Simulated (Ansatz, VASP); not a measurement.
MgS: VASP beside Ansatz

```xyz
2
Lattice="0.0157 2.6015 2.5858 2.6015 0.0157 2.5858 2.6172 2.6172 0.0000" Properties=species:S:1:pos:R:3 pbc="T T T"
Mg    0.0000    0.0000    0.0000
S     2.6172    2.6172    2.5858
```

Alike in both runs: task single point; functional PBEsol; k mesh 6 × 6 × 6; non-collinear spin, spin-orbit coupling.

|  | VASP | Ansatz |
| --- | --- | --- |
| version | VASP 6.6.1 | Ansatz 0.2.0 |
| potentials or method | VASP PAW PBE potentials, release 64 (Mg, S), cutoff 600 eV | plane waves, PAW |
| occupations | gaussian, width 0.01 eV | fixed |
| valence electrons in the cell | 8 | 16 |

|  | VASP | Ansatz | Ansatz less VASP |
| --- | --- | --- | --- |
| net moment per atom (μB) | 0.00 | 0.00 | 0.000 |

VASP's potentials were made for PBE, not for PBEsol. VASP's potentials hold 8 valence electrons a cell and Ansatz's 16, so a difference there can come from the potentials and not from the codes.
